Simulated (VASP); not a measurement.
# BaTe (P-6m2) in VASP: further runs

Runs on BaTe. Level: PBE. Tasks: relaxation of cell and atoms, relaxation of shape and atoms at fixed volume, single point.

Everything below comes from runs of VASP 6.6.1. Logs are shortened: lines on timing, memory, paths and dates and some standing lists are left out, and cuts for length are marked.

### 1 The cell of the first run

It takes space group P-6m2 (No. 187, hexagonal). Conventional cell: a = 4.088 Å, b = 4.088 Å, c = 4.720 Å, α = 90.00°, β = 90.00°, γ = 120.00°. Ba (site symmetry -6m2) has 6 Te at 3.34 Å and 6 Ba at 4.09 Å within 4.4 Å. Within 4.4 Å of Te (site symmetry -6m2) lie 6 Ba at 3.34 Å and 6 Te at 4.09 Å.

### 2 Relaxation of cell and atoms, PBE

File INCAR:

```
PREC = Accurate
ENCUT = 500
EDIFF = 1E-7
ISMEAR = 0
SIGMA = 0.1
LREAL = F
LASPH = T
NELM = 120
ALGO = Normal
ISIF = 3
LWAVE = F
LCHARG = F
GGA = PE
IBRION = 2
NSW = 90
EDIFFG = -0.04
GGA_COMPAT = F
NELMIN = 4
```

File KPOINTS:

```
Automatic mesh
0
Gamma
  6 6 4
```

File POSCAR:

```
BaTe
1.0
    4.0877338100      0.0000000000      0.0000000000
   -2.0438669000      3.5400813200      0.0000000000
    0.0000000000      0.0000000000      4.7200733000
Ba Te
1 1
Direct
    0.3333333300      0.6666666700      0.0000000000
    0.6666666700      0.3333333300      0.5000000000
```

Potentials or basis: VASP PAW PBE potentials, release 64 (Ba_sv, Te).

Run with:

```sh
$ cat potpaw_PBE.64/Ba_sv/POTCAR potpaw_PBE.64/Te/POTCAR > POTCAR
$ mpirun -np 1 vasp_std > vasp.out
```

OUTCAR:

```text
PREC = Accurate
   ENCUT = 500
   EDIFF = 1E-7
   ISMEAR = 0
   LREAL = F
   LASPH = T
   NELM = 120
   ISIF = 3
   GGA = PE
   IBRION = 2
   NSW = 90
   EDIFFG = -0.04
   NELMIN = 4

 ion  position               nearest neighbor table
   1  0.333  0.667  0.000-   2 3.34   2 3.34   2 3.34   2 3.34   2 3.34   2 3.34
   2  0.667  0.333  0.500-   1 3.34   1 3.34   1 3.34   1 3.34   1 3.34   1 3.34

  LATTYP: Found a hexagonal cell.
 ALAT       =     4.0877338100
 C/A-ratio  =     1.1546919441

  Lattice vectors:

 A1 = (   4.0877338100,   0.0000000000,   0.0000000000)
 A2 = (  -2.0438669000,   3.5400813200,   0.0000000000)
 A3 = (   0.0000000000,   0.0000000000,   4.7200733000)

Analysis of symmetry for initial positions (statically):
=====================================================================
 Subroutine PRICEL returns:
 Original cell was already a primitive cell.

 Routine SETGRP: Setting up the symmetry group for a
 hexagonal supercell.

 Subroutine GETGRP returns: Found 12 space group operations
 (whereof 12 operations were pure point group operations)
 out of a pool of 24 trial point group operations.

The static configuration has the point symmetry D_3h.

Analysis of symmetry for dynamics (positions and initial velocities):
=====================================================================
 Subroutine PRICEL returns:
 Original cell was already a primitive cell.

 Routine SETGRP: Setting up the symmetry group for a
 hexagonal supercell.

 Subroutine GETGRP returns: Found 12 space group operations
 (whereof 12 operations were pure point group operations)
 out of a pool of 24 trial point group operations.

The dynamic configuration has the point symmetry D_3h.

 Subroutine INISYM returns: Found 12 space group operations
 (whereof 12 operations are pure point group operations),
 and found     1 'primitive' translations

----------------------------------------------------------------------------------------

                                     Primitive cell

  volume of cell :      68.3038

  direct lattice vectors                    reciprocal lattice vectors
     4.087733810  0.000000000  0.000000000     0.244634325  0.141239693  0.000000000
    -2.043866900  3.540081320  0.000000000     0.000000000  0.282479387  0.000000000
     0.000000000  0.000000000  4.720073300     0.000000000  0.000000000  0.211861117

  length of vectors
     4.087733810  4.087733805  4.720073300     0.282479386  0.282479387  0.211861117

  position of ions in fractional coordinates (direct lattice)
     0.333333330  0.666666670  0.000000000
     0.666666670  0.333333330  0.500000000

  ion indices of the primitive-cell ions
   primitive index   ion index
                 1           1
                 2           2

----------------------------------------------------------------------------------------

 KPOINTS: Automatic mesh

Automatic generation of k-mesh.
 Grid dimensions read from file:
 generate k-points for:    6    6    4

 Generating k-lattice:

  Cartesian coordinates                     Fractional coordinates (reciprocal lattice)
     0.040772387  0.023539949  0.000000000     0.166666667 -0.000000000  0.000000000
     0.000000000  0.047079898  0.000000000     0.000000000  0.166666667  0.000000000
     0.000000000  0.000000000  0.052965279     0.000000000  0.000000000  0.250000000

  Length of vectors
     0.047079898  0.047079898  0.052965279

  Shift w.r.t. Gamma in fractional coordinates (k-lattice)
     0.000000000  0.000000000  0.000000000

 Subroutine IBZKPT returns following result:
 ===========================================

 Found     21 irreducible k-points:

 Following reciprocal coordinates:
            Coordinates               Weight
  0.000000  0.000000  0.000000      1.000000
  0.166667  0.000000  0.000000      6.000000
  0.333333  0.000000  0.000000      6.000000
  0.500000  0.000000  0.000000      3.000000
  0.166667  0.166667  0.000000      6.000000
  0.333333  0.166667  0.000000     12.000000
[... 13 lines left out ...]
  0.333333  0.166667  0.500000     12.000000
  0.333333  0.333333  0.500000      2.000000
   k-points           NKPTS =     21   k-points in BZ     NKDIM =     21   number of bands    NBANDS=     12
   number of dos      NEDOS =    301   number of ions     NIONS =      2
   total plane-waves  NPLWV =  32400
   dimension x,y,z NGX =    30 NGY =   30 NGZ =   36
   dimension x,y,z NGXF=    60 NGYF=   60 NGZF=   72
   ions per type =               1   1
   NGX,Y,Z   is equivalent  to a cutoff of  12.20, 12.20, 12.68 a.u.
   NGXF,Y,Z  is equivalent  to a cutoff of  24.40, 24.40, 25.36 a.u.
 SYSTEM =  unknown system
   PREC   = accura    normal or accurate (medium, high low for compatibility)
   ISTART =      0    job   : 0-new  1-cont  2-samecut
   ICHARG =      2    charge: 1-file 2-atom 10-const
   ISPIN  =      1    spin polarized calculation?
   LNONCOLLINEAR =      F non collinear calculations
   LSORBIT =      F    spin-orbit coupling
   LASPH  =      T    aspherical Exc in radial PAW
   ENCUT  =  500.0 eV  36.75 Ry    6.06 a.u.   7.45  7.45  8.61*2*pi/ulx,y,z
   NELM   =    120;   NELMIN=  4; NELMDL= -5     # of ELM steps
   EDIFF  = 0.1E-06   stopping-criterion for ELM
   LREAL  =      F    real-space projection
   EDIFFG = -.4E-01   stopping-criterion for IOM
   NSW    =     90    number of steps for IOM
   IBRION =      2    ionic relax: 0-MD 1-quasi-New 2-CG
   NFREE  =      1    steps in history (QN), initial steepest desc. (CG)
   ISIF   =      3    stress and relaxation
   ISYM   =      2    0-nonsym 1-usesym 2-fastsym
   POTIM  = 0.5000    time-step for ionic-motion
   TEBEG  =    0.0;   TEEND  =   0.0 temperature during run
   PSTRESS=    0.0 pullay stress
   NELECT =      16.0000    total number of electrons
   NUPDOWN=      -1.0000    fix difference up-down
   EMIN   =  10.00;   EMAX   =-10.00  energy-range for DOS
   EFERMI =   0.00;   METHOD = LEGACY
   ISMEAR =     0;   SIGMA  =   0.10  broadening in eV -4-tet -1-fermi 0-gaus
   EFERMI_NEDOS =   21; number of points for ismear=-14 and -15
   IALGO  =     38    algorithm
   IMIX   =      4    mixing-type and parameters
     AMIX     =   0.40;   BMIX     =  1.00
     AMIX_MAG =   1.60;   BMIX_MAG =  1.00
  volume/ion in A,a.u.               =      34.15       230.47
  Fermi-wavevector in a.u.,A,eV,Ry     =   1.009175  1.907065 13.856648  1.018435
  Thomas-Fermi vector in A             =   2.142088
   LORBIT       =      0    0 simple, 1 ext, 2 COOP (PROOUT), +10 PAW based schemes
   GGA     = PE    functional components
   LHFCALC =     F    Hartree Fock is set to
   AEXX    =    0.0000 exact exchange contribution
   IVDW    =     0    specifies the selected vdW correction
   LEPSILON=     F    determine dielectric tensor
   LRPA    =     F    only Hartree local field effects (RPA)
 conjugate gradient relaxation of ions
 non-spin polarized calculation
 Gauss-broadening in eV      SIGMA  =   0.10
  energy-cutoff  :      500.00
  volume of cell :       68.30
 maximum number of plane-waves:      1763
 NGX is ok and might be reduce to    30
   NGX = 15   NGY = 15   NGZ = 17

--------------------------------------- Ionic step        1  -------------------------------------------

 number of electron      16.0000000 magnetization

 Free energy of the ion-electron system (eV)
  ---------------------------------------------------
  ext. energy  EPLUGINS =         0.00000000
  ---------------------------------------------------
  free energy    TOTEN  =        -7.49896161 eV

  energy without entropy =       -7.49780601  energy(sigma->0) =       -7.49838381

 E-fermi :   4.7019     XC(G=0):  -9.2297

 val. band max:        4.6734379187   @ k =   0.0000   0.0000   0.5000
 cond. band min:       5.1376749223   @ k =   0.5000   0.0000   0.0000
 fundamental gap:      0.4642370036
 Fermi energy:         4.7019392008

 k-point     1 :       0.0000    0.0000    0.0000
  band No.  band energies     occupation
      1     -23.0355      2.00000
      2      -8.2620      2.00000
      3      -8.0148      2.00000
      4      -8.0148      2.00000
      5      -6.0144      2.00000
      6       3.6863      2.00000
      7       4.4000      1.99998
      8       4.4000      1.99998
      9       4.6598      1.44886
     10       8.3889      0.00000
     11       8.8368      0.00000
     12       8.8368      0.00000

 k-point     2 :       0.1667    0.0000    0.0000
  band No.  band energies     occupation
      1     -23.0120      2.00000
      2      -8.3606      2.00000
      3      -8.2080      2.00000
      4      -8.0695      2.00000
      5      -5.6744      2.00000
      6       3.3299      2.00000
      7       3.3386      2.00000
      8       4.4597      1.99939
      9       5.1980      0.00000
     10       7.8541      0.00000
     11       8.9935      0.00000
     12       9.1011      0.00000
[... 449 lines left out ...]
 POSITION                                       TOTAL-FORCE (eV/Angst)
 -----------------------------------------------------------------------------------
     -0.00000      2.81704     -0.00000        -0.000000      0.000000      0.000000
      2.43963      1.40852      2.22855         0.000000     -0.000000     -0.000000
 -----------------------------------------------------------------------------------
    total drift:                                0.000007     -0.000004     -0.000000

  FREE ENERGIE OF THE ION-ELECTRON SYSTEM (eV)
  ---------------------------------------------------
  free  energy   TOTEN  =        -8.3777916830 eV

  energy  without entropy=       -8.3777916830  energy(sigma->0) =       -8.37779168

--------------------------------------- Ionic step        6  -------------------------------------------

 number of electron      15.9999999 magnetization

 Free energy of the ion-electron system (eV)
  ---------------------------------------------------
  ext. energy  EPLUGINS =         0.00000000
  ---------------------------------------------------
  free energy    TOTEN  =        -8.38357876 eV

  energy without entropy =       -8.38357876  energy(sigma->0) =       -8.38357876

 E-fermi :   2.7585     XC(G=0):  -8.0467

 val. band max:        2.3470287292   @ k =   0.0000   0.0000   0.0000
 cond. band min:       3.8423791266   @ k =   0.0000   0.0000   0.0000
 fundamental gap:      1.4953503974
 Fermi energy:         2.7585432983

 k-point     1 :       0.0000    0.0000    0.0000
  band No.  band energies     occupation
      1     -25.1663      2.00000
      2     -10.3188      2.00000
      3     -10.3188      2.00000
      4     -10.2213      2.00000
      5      -7.3484      2.00000
      6       1.6680      2.00000
      7       1.6680      2.00000
      8       2.3470      2.00000
      9       3.8424      0.00000
     10       4.7401      0.00000
     11       6.8574      0.00000
     12       6.8574      0.00000

 k-point     2 :       0.1667    0.0000    0.0000
  band No.  band energies     occupation
      1     -25.1633      2.00000
      2     -10.4072      2.00000
      3     -10.3320      2.00000
      4     -10.2122      2.00000
      5      -7.2161      2.00000
      6       1.1275      2.00000
      7       1.7227      2.00000
      8       2.1936      2.00000
      9       4.0535      0.00000
     10       5.5720      0.00000
     11       6.2732      0.00000
     12       6.8845      0.00000
[... 305 lines left out ...]
 POSITION                                       TOTAL-FORCE (eV/Angst)
 -----------------------------------------------------------------------------------
     -0.00000      2.78265      0.00000        -0.000000      0.000000      0.000000
      2.40985      1.39133      2.21786         0.000000     -0.000000     -0.000000
 -----------------------------------------------------------------------------------
    total drift:                                0.000007     -0.000004     -0.000000

  FREE ENERGIE OF THE ION-ELECTRON SYSTEM (eV)
  ---------------------------------------------------
  free  energy   TOTEN  =        -8.3835787581 eV

  energy  without entropy=       -8.3835787581  energy(sigma->0) =       -8.38357876

 reached required accuracy - stopping structural energy minimisation
```

It took 44 s on 1 thread of AMD EPYC 9R45 (Zen 5), shared host; peak memory 0.16 GiB.

What came out:

- Free energy: -8.3836 eV
- Relaxed volume: 44.62 Å³/atom
- Relaxed cell: a = 4.820 Å, b = 4.820 Å, c = 4.436 Å, α = 90.00°, β = 90.00°, γ = 120.00°
- Space group after relaxing (to 0.05 Å): P-6m2 (No. 187)
- Energy gained by relaxing: 442.3 meV/atom
- Ionic steps: 6
- Pressure after relaxing: 0.0 GPa
- Band gap on the k mesh: 1.50 eV, direct

Step by step:
| step | energy change (eV) | largest force (eV/Å) | pressure (GPa) | volume (Å³) |
| --- | --- | --- | --- | --- |
| 1 | 0.0000 | 0.0000 | 9.44 | 68.30 |
| 2 | -0.7283 | 0.0000 | -0.90 | 89.89 |
| 3 | -0.7328 | 0.0000 | -1.73 | 93.68 |
| 4 | -0.8783 | 0.0000 | -0.75 | 91.99 |
| 5 | -0.8788 | 0.0000 | -0.69 | 91.89 |
| 6 | -0.8846 | 0.0000 | 0.03 | 89.23 |

Final structure:
```xyz
2
Lattice="4.8197 0.0000 0.0000 -2.4098 4.1740 0.0000 0.0000 0.0000 4.4357" Properties=species:S:1:pos:R:3 pbc="T T T"
Ba    0.0000    2.7827    0.0000
Te    2.4098    1.3913    2.2179
```

Levels at points of the mesh, in eV from the valence-band top:
```csv
k point,band 6,band 7,band 8,band 9,band 10,band 11
"(0.00, 0.00, 0.00)",-0.68,-0.68,0.00,1.50,2.39,4.51
"(0.50, 0.00, 0.00)",-2.19,-0.54,-0.49,1.65,4.27,4.48
"(0.00, 0.00, 0.50)",-2.57,-0.46,-0.46,2.95,2.95,3.80
"(0.50, 0.00, 0.50)",-1.83,-1.43,-1.10,2.52,4.02,5.09
```

Caveat: the volume moved by over 15 % at a fixed basis, so the end points are rough; spin-orbit coupling is left out, which moves the levels of the heavy elements. A k mesh can miss the band edges.

(Continued in part 2 of 2.)
